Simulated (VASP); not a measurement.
# Co5O6 in VASP: single point with PBEsol

Aim: the single point of Co5O6 with PBEsol.

All numbers are computed with VASP 6.6.1; they aren't measurements. Logs are shortened: lines on timing, memory, paths and dates and some standing lists are left out, and cuts for length are marked.

**1. The cell of the first run**

The cell holds a slab with vacuum, 11 atoms: a = 2.946 Å, b = 2.946 Å, c = 27.029 Å, α = 90.00°, β = 90.00°, γ = 120.00°.

**2. Single point, PBEsol, collinear spin, ferromagnetic start**

Contents of INCAR:

```
SYSTEM = Co5O6
ALGO = Normal ; DIPOL = 0.5 0.5 0.500
EDIFF = 1E-6 ; ENCUT = 520
GGA = PS ; IDIPOL = 3
ISIF = 2 ; ISMEAR = 0
ISPIN = 2 ; LASPH = .TRUE.
LCHARG = .TRUE. ; LDIPOL = .TRUE.
LELF = .TRUE. ; LMAXMIX = 4
LORBIT = 11 ; LREAL = .FALSE.
LVACPOTAV = .TRUE. ; LVHAR = .TRUE.
LWAVE = .FALSE. ; MAGMOM = 0.32 0.32 0.32 0.32 0.32 0.32 2.57 2.57 2.57 2.57 2.57
NBANDS = 56 ; NELM = 150
PREC = Accurate ; SIGMA = 0.1
```

Contents of KPOINTS:

```
k-points
0
G
  12 12 1
  0 0 0
```

Contents of POSCAR:

```
Co5O6
1.0
    2.9464519350      0.0000000000      0.0000000000
   -1.4732259675      2.5517022267      0.0000000000
    0.0000000000      0.0000000000     27.0288396538
O Co
6 5
Direct
    0.3333333333      0.6666666667      0.2900999797
    0.0000000000      0.0000000000      0.3615422971
    0.6666666667      0.3333333333      0.4538647229
    0.3333333333      0.6666666667      0.5461352865
    0.0000000000      0.0000000000      0.6384577315
    0.6666666667      0.3333333333      0.7099000141
    0.6666666667      0.3333333333      0.3201110555
    0.3333333333      0.6666666667      0.4095312782
    0.0000000000      0.0000000000      0.4999999765
    0.6666666667      0.3333333333      0.5904687107
    0.3333333333      0.6666666667      0.6798889473
```

Potentials or basis: VASP PAW PBE potentials, release 64 (O, Co).

Run with:

```
> cat potpaw_PBE.64/O/POTCAR potpaw_PBE.64/Co/POTCAR > POTCAR
> mpirun -np 1 vasp_std > vasp.out
```

OUTCAR:

```text
SYSTEM = Co5O6
   EDIFF = 1E-6
   ENCUT = 520
   GGA = PS
   ISIF = 2
   ISMEAR = 0
   ISPIN = 2
   LASPH = .TRUE.
   LORBIT = 11
   LREAL = .FALSE.
   NELM = 150
   PREC = Accurate

 ion  position               nearest neighbor table
   1  0.333  0.667  0.290-   7 1.88   7 1.88   7 1.88
   2  0.000  0.000  0.362-   7 2.04   7 2.04   7 2.04   8 2.14   8 2.14   8 2.14
   3  0.667  0.333  0.454-   8 2.08   8 2.08   8 2.08   9 2.11   9 2.11   9 2.11
   4  0.333  0.667  0.546-  10 2.08  10 2.08  10 2.08   9 2.11   9 2.11   9 2.11
   5  0.000  0.000  0.638-  11 2.04  11 2.04  11 2.04  10 2.14  10 2.14  10 2.14
   6  0.667  0.333  0.710-  11 1.88  11 1.88  11 1.88
   7  0.667  0.333  0.320-   1 1.88   1 1.88   1 1.88   2 2.04   2 2.04   2 2.04   8 2.96   8 2.96
                             8 2.96
   8  0.333  0.667  0.410-   3 2.08   3 2.08   3 2.08   2 2.14   2 2.14   2 2.14   7 2.96   7 2.96
                             7 2.96   9 2.98   9 2.98   9 2.98
   9  0.000  0.000  0.500-   3 2.11   3 2.11   3 2.11   4 2.11   4 2.11   4 2.11   8 2.98   8 2.98
                             8 2.98  10 2.98  10 2.98  10 2.98
  10  0.667  0.333  0.590-   4 2.08   4 2.08   4 2.08   5 2.14   5 2.14   5 2.14  11 2.96  11 2.96
                            11 2.96   9 2.98   9 2.98   9 2.98
  11  0.333  0.667  0.680-   6 1.88   6 1.88   6 1.88   5 2.04   5 2.04   5 2.04  10 2.96  10 2.96
                            10 2.96

  LATTYP: Found a hexagonal cell.
 ALAT       =     2.9464519350
 C/A-ratio  =     9.1733516277

  Lattice vectors:

 A1 = (   2.9464519350,   0.0000000000,   0.0000000000)
 A2 = (  -1.4732259675,   2.5517022267,   0.0000000000)
 A3 = (   0.0000000000,   0.0000000000,  27.0288396538)

Analysis of symmetry for initial positions (statically):
=====================================================================
 Subroutine PRICEL returns:
 Original cell was already a primitive cell.

 Routine SETGRP: Setting up the symmetry group for a
 hexagonal supercell.

 Subroutine GETGRP returns: Found 12 space group operations
 (whereof 12 operations were pure point group operations)
 out of a pool of 24 trial point group operations.

The static configuration has the point symmetry D_3d.

Analysis of symmetry for dynamics (positions and initial velocities):
=====================================================================
 Subroutine PRICEL returns:
 Original cell was already a primitive cell.

 Routine SETGRP: Setting up the symmetry group for a
 hexagonal supercell.

 Subroutine GETGRP returns: Found 12 space group operations
 (whereof 12 operations were pure point group operations)
 out of a pool of 24 trial point group operations.

The dynamic configuration has the point symmetry D_3d.

Analysis of structural, dynamic, and magnetic symmetry:
=====================================================================
 Subroutine PRICEL returns:
 Original cell was already a primitive cell.

 Routine SETGRP: Setting up the symmetry group for a
 hexagonal supercell.

 Subroutine GETGRP returns: Found 12 space group operations
 (whereof 12 operations were pure point group operations)
 out of a pool of 24 trial point group operations.

The overall configuration has the point symmetry D_3d.

 Subroutine INISYM returns: Found 12 space group operations
 (whereof 12 operations are pure point group operations),
 and found     1 'primitive' translations

----------------------------------------------------------------------------------------

                                     Primitive cell

  volume of cell :     203.2155

  direct lattice vectors                    reciprocal lattice vectors
     2.946451935  0.000000000  0.000000000     0.339391248  0.195947629  0.000000000
    -1.473225967  2.551702227  0.000000000     0.000000000  0.391895257  0.000000000
     0.000000000  0.000000000 27.028839654     0.000000000  0.000000000  0.036997519

  length of vectors
     2.946451935  2.946451935 27.028839654     0.391895257  0.391895257  0.036997519

  position of ions in fractional coordinates (direct lattice)
     0.333333333  0.666666667  0.290099980
     0.000000000  0.000000000  0.361542297
     0.666666667  0.333333333  0.453864723
     0.333333333  0.666666667  0.546135286
     0.000000000  0.000000000  0.638457731
     0.666666667  0.333333333  0.709900014
     0.666666667  0.333333333  0.320111055
     0.333333333  0.666666667  0.409531278
     0.000000000  0.000000000  0.499999976
     0.666666667  0.333333333  0.590468711
     0.333333333  0.666666667  0.679888947

  ion indices of the primitive-cell ions
   primitive index   ion index
[... 39 lines left out ...]
            Coordinates               Weight
  0.000000  0.000000  0.000000      1.000000
  0.083333 -0.000000  0.000000      6.000000
  0.166667 -0.000000  0.000000      6.000000
  0.250000  0.000000  0.000000      6.000000
  0.333333 -0.000000  0.000000      6.000000
  0.416667 -0.000000  0.000000      6.000000
[... 11 lines left out ...]
  0.333333  0.250000  0.000000     12.000000
  0.333333  0.333333  0.000000      2.000000
   k-points           NKPTS =     19   k-points in BZ     NKDIM =     19   number of bands    NBANDS=     56
   number of dos      NEDOS =    301   number of ions     NIONS =     11
   total plane-waves  NPLWV = 120960
   dimension x,y,z NGX =    24 NGY =   24 NGZ =  210
   dimension x,y,z NGXF=    48 NGYF=   48 NGZF=  420
   ions per type =               6   5
   NGX,Y,Z   is equivalent  to a cutoff of  13.54, 13.54, 12.92 a.u.
   NGXF,Y,Z  is equivalent  to a cutoff of  27.08, 27.08, 25.83 a.u.
 SYSTEM =  Co5O6
   PREC   = accura    normal or accurate (medium, high low for compatibility)
   ISTART =      0    job   : 0-new  1-cont  2-samecut
   ICHARG =      2    charge: 1-file 2-atom 10-const
   ISPIN  =      2    spin polarized calculation?
   LNONCOLLINEAR =      F non collinear calculations
   LSORBIT =      F    spin-orbit coupling
   LASPH  =      T    aspherical Exc in radial PAW
   ENCUT  =  520.0 eV  38.22 Ry    6.18 a.u.   5.48  5.48 50.26*2*pi/ulx,y,z
   NELM   =    150;   NELMIN=  2; NELMDL= -5     # of ELM steps
   EDIFF  = 0.1E-05   stopping-criterion for ELM
   LREAL  =      F    real-space projection
   EDIFFG = 0.1E-04   stopping-criterion for IOM
   NSW    =      0    number of steps for IOM
   IBRION =     -1    ionic relax: 0-MD 1-quasi-New 2-CG
   NFREE  =      0    steps in history (QN), initial steepest desc. (CG)
   ISIF   =      2    stress and relaxation
   ISYM   =      2    0-nonsym 1-usesym 2-fastsym
   POTIM  = 0.5000    time-step for ionic-motion
   TEBEG  =    0.0;   TEEND  =   0.0 temperature during run
   PSTRESS=    0.0 pullay stress
   NELECT =      81.0000    total number of electrons
   NUPDOWN=      -1.0000    fix difference up-down
   EMIN   =  10.00;   EMAX   =-10.00  energy-range for DOS
   EFERMI =   0.00;   METHOD = LEGACY
   ISMEAR =     0;   SIGMA  =   0.10  broadening in eV -4-tet -1-fermi 0-gaus
   EFERMI_NEDOS =   21; number of points for ismear=-14 and -15
   IALGO  =     38    algorithm
   IMIX   =      4    mixing-type and parameters
     AMIX     =   0.40;   BMIX     =  1.00
     AMIX_MAG =   1.60;   BMIX_MAG =  1.00
  volume/ion in A,a.u.               =      18.47       124.67
  Fermi-wavevector in a.u.,A,eV,Ry     =   1.204807  2.276756 19.749681  1.451561
  Thomas-Fermi vector in A             =   2.340522
   LORBIT       =     11    0 simple, 1 ext, 2 COOP (PROOUT), +10 PAW based schemes
   GGA     = PS    functional components
   LHFCALC =     F    Hartree Fock is set to
   AEXX    =    0.0000 exact exchange contribution
   IVDW    =     0    specifies the selected vdW correction
   LEPSILON=     F    determine dielectric tensor
   LRPA    =     F    only Hartree local field effects (RPA)
 spin polarized calculation
 Gauss-broadening in eV      SIGMA  =   0.10
  energy-cutoff  :      520.00
  volume of cell :      203.22
 maximum number of plane-waves:      5573
 NGX is ok and might be reduce to    24
   NGX = 11   NGY = 11   NGZ =101

 dipolmoment           0.000000      0.000000      0.000000 electrons x Angstroem

 number of electron      80.9999980 magnetization      10.1327901

 number of electron      80.9999980 magnetization       8.9973322

 dipolmoment           0.000000      0.000000     -0.000001 electrons x Angstroem

 Free energy of the ion-electron system (eV)
  ---------------------------------------------------
  ext. energy  EPLUGINS =         0.00000000
  ---------------------------------------------------
  free energy    TOTEN  =       -77.30944421 eV

  energy without entropy =      -77.25038890  energy(sigma->0) =      -77.27991656

 E-fermi :   0.2235     XC(G=0):  -6.6970

 val. band max:        0.2137877197   @ k =   0.1667   0.0833   0.0000
 cond. band min:       0.2242473751   @ k =   0.4167   0.0833   0.0000
 fundamental gap:      0.0104596554
 Fermi energy:         0.2234669935

 spin component 1

 k-point     1 :       0.0000    0.0000    0.0000
  band No.  band energies     occupation
      1     -20.4252      1.00000
      2     -20.2915      1.00000
      3     -19.9242      1.00000
      4     -19.4459      1.00000
      5     -18.2305      1.00000
      6     -18.2168      1.00000
[... 1034 lines left out ...]
     51       8.4075      0.00000
     52       8.6820      0.00000
 Fermi energy:         0.2234669935

 spin component 2

 k-point     1 :       0.0000    0.0000    0.0000
  band No.  band energies     occupation
      1     -20.1535      1.00000
      2     -20.0992      1.00000
      3     -19.5148      1.00000
      4     -18.9484      1.00000
      5     -18.0667      1.00000
      6     -18.0437      1.00000
[... 1034 lines left out ...]
     51       8.8974      0.00000
     52       9.4385      0.00000
 [bands above 52 left out]

------------------------ aborting loop because EDIFF is reached ----------------------------------------

  FORCE on cell =-STRESS in cart. coord.  units (eV):
  Direction    XX          YY          ZZ          XY          YZ          ZX
  --------------------------------------------------------------------------------------
  -------------------------------------------------------------------------------------
  Total       -8.8591539     -8.8591539     -0.6713954      0.0000000     -0.0000000      0.0000000
  in kB      -69.8467293    -69.8467293     -5.2933689      0.0000000     -0.0000000      0.0000000
  external PRESSURE =     -48.3289425 kB  Pullay stress =       0.0000000 kB

 VOLUME and BASIS-vectors are now :
 -----------------------------------------------------------------------------
  energy-cutoff  :      520.00
  volume of cell :      203.22
      direct lattice vectors                 reciprocal lattice vectors
     2.946451935  0.000000000  0.000000000     0.339391248  0.195947629  0.000000000
    -1.473225967  2.551702227  0.000000000     0.000000000  0.391895257  0.000000000
     0.000000000  0.000000000 27.028839654     0.000000000  0.000000000  0.036997519

 POSITION                                       TOTAL-FORCE (eV/Angst)
 -----------------------------------------------------------------------------------
     -0.00000      1.70113      7.84107         0.000000     -0.000000      0.007531
      0.00000      0.00000      9.77207        -0.000000     -0.000000      0.136303
      1.47323      0.85057     12.26744        -0.000000      0.000000     -0.049140
     -0.00000      1.70113     14.76140         0.000000     -0.000000      0.049140
      0.00000      0.00000     17.25677         0.000000      0.000000     -0.136303
      1.47323      0.85057     19.18777        -0.000000      0.000000     -0.007531
      1.47323      0.85057      8.65223         0.000000      0.000000     -0.081995
     -0.00000      1.70113     11.06916         0.000000      0.000000      0.070800
      0.00000      0.00000     13.51442        -0.000000      0.000000     -0.000000
      1.47323      0.85057     15.95968        -0.000000      0.000000     -0.070800
     -0.00000      1.70113     18.37661        -0.000000     -0.000000      0.081995
 -----------------------------------------------------------------------------------
    total drift:                               -0.000000      0.000000     -0.001217

  FREE ENERGIE OF THE ION-ELECTRON SYSTEM (eV)
  ---------------------------------------------------
  free  energy   TOTEN  =       -77.3094442135 eV

  energy  without entropy=      -77.2503889005  energy(sigma->0) =      -77.27991656

 vacuum level on the upper side and lower side of the slab         7.232         7.232

 total charge

# of ion       s       p       d       tot
------------------------------------------
    1        1.576   3.318   0.000   4.895
    2        1.560   3.402   0.000   4.962
    3        1.549   3.425   0.000   4.974
    4        1.549   3.425   0.000   4.974
    5        1.560   3.402   0.000   4.962
    6        1.576   3.318   0.000   4.895
    7        0.404   0.564   7.277   8.245
    8        0.304   0.377   7.201   7.882
    9        0.305   0.380   7.183   7.867
   10        0.304   0.377   7.201   7.882
   11        0.404   0.564   7.277   8.245
--------------------------------------------------
tot         11.092  22.552  36.138  69.782

 magnetization (x)

# of ion       s       p       d       tot
------------------------------------------
    1        0.000   0.081   0.000   0.081
    2        0.016   0.077   0.000   0.093
    3        0.030   0.271   0.000   0.301
    4        0.030   0.271   0.000   0.301
    5        0.016   0.077   0.000   0.093
    6        0.000   0.081   0.000   0.081
    7        0.006   0.015   0.224   0.244
    8        0.015   0.013   2.399   2.427
    9        0.021   0.016   2.505   2.542
   10        0.015   0.013   2.399   2.427
   11        0.006   0.015   0.224   0.244
--------------------------------------------------
tot          0.153   0.929   7.751   8.833
```

It took 48 min on 1 thread of Oxide Virtual Turin-like, shared host; peak memory 0.59 GiB.

What came out:

```yaml
Free_energy: -77.3094 eV
Largest_force: 0.136 eV/Å
Band_gap_on_the_k_mesh: zero (filled and empty bands overlap)
Net_moment: 9.00 μB per cell
Site_moments: O +0.08, +0.09, +0.30 (each value once); Co +0.24, +2.43, +2.54 (each value once) μB
Valence_electrons_inside_the_program's_atomic_spheres: O 4.89, 4.96, 4.97 (each value once); Co 8.24, 7.88, 7.87 (each value once)
```

Forces in eV/Å, atoms in the order of the input:
```
O    0.000  0.000  0.008
O    0.000  0.000  0.136
O    0.000  0.000 -0.049
O    0.000  0.000  0.049
O    0.000  0.000 -0.136
O    0.000  0.000 -0.008
Co   0.000  0.000 -0.082
Co   0.000  0.000  0.071
Co   0.000  0.000  0.000
Co   0.000  0.000 -0.071
Co   0.000  0.000  0.082
```

Caveat: the PAW data sets were made with another functional, which shifts forces and pressure a little; semilocal functionals often make such compounds metallic where correlation or magnetic order opens a gap, which also shifts bond lengths. With open d or f shells a metallic result of PBEsol can be an artefact of self-interaction; +U or a hybrid may open a gap.
